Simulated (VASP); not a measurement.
Write the native input for VASP 6.6.1 that does the following.

| Property | Result |
| --- | --- |
| Task | single point |
| Functional | PBE |
| Potentials or basis | VASP PAW PBE potentials, release 64 (Ta_pv) |
| Cutoff | 520 eV |
| k mesh | 20 × 20 × 20 |
| Occupations | gaussian, width 0.15 eV |
| Spin | no spin polarisation |
| Dipole correction | no |
| Further INCAR settings | ALGO = Fast; EDIFF = 1e-06; NBANDS = 12 |

The structure of Ta lies in POSCAR:

```
Ta
1.0
   -1.7503568000      1.7503568000      1.6512800000
    1.7503568000     -1.7503568000      1.6512800000
    1.7503568000      1.7503568000     -1.6512800000
Ta
1
Direct
    0.0000000000      0.0000000000      0.0000000000
```

This cell differs from its parent crystal: strain +0.0600 x Voigt [1, 1, 0, 0, 0, 0].

These files were run (other wordings do the same):

INCAR

```
SYSTEM = Ta
PREC = Accurate
ENCUT = 520
EDIFF = 1E-6
ISMEAR = 0
SIGMA = 0.15
LREAL = .FALSE.
LASPH = .TRUE.
NELM = 100
ALGO = Fast
ISIF = 2
LWAVE = .FALSE.
LCHARG = .FALSE.
GGA = PE
NBANDS = 12
```

KPOINTS

```
regular mesh
0
G
  20 20 20
  0 0 0
```

Potentials or basis: VASP PAW PBE potentials, release 64 (Ta_pv).

Command:

```bash
$ cat potpaw_PBE.64/Ta_pv/POTCAR > POTCAR
$ mpirun -np 1 vasp_std > vasp.out
```

Results of the run:

```yaml
Pressure: -16.0 GPa
Band_gap_on_the_k_mesh: zero (an odd number of electrons rules out a gap without spin polarisation)
```

Caveat: the cell differs from its parent crystal (strain +0.0600 x Voigt [1, 1, 0, 0, 0, 0]); the cell stands under tension; spin-orbit coupling is left out, which moves the levels of the heavy elements.

Wall time 2.8 min on 1 thread of Intel Xeon 8259CL, with other jobs on the host, peak memory 0.26 GiB.
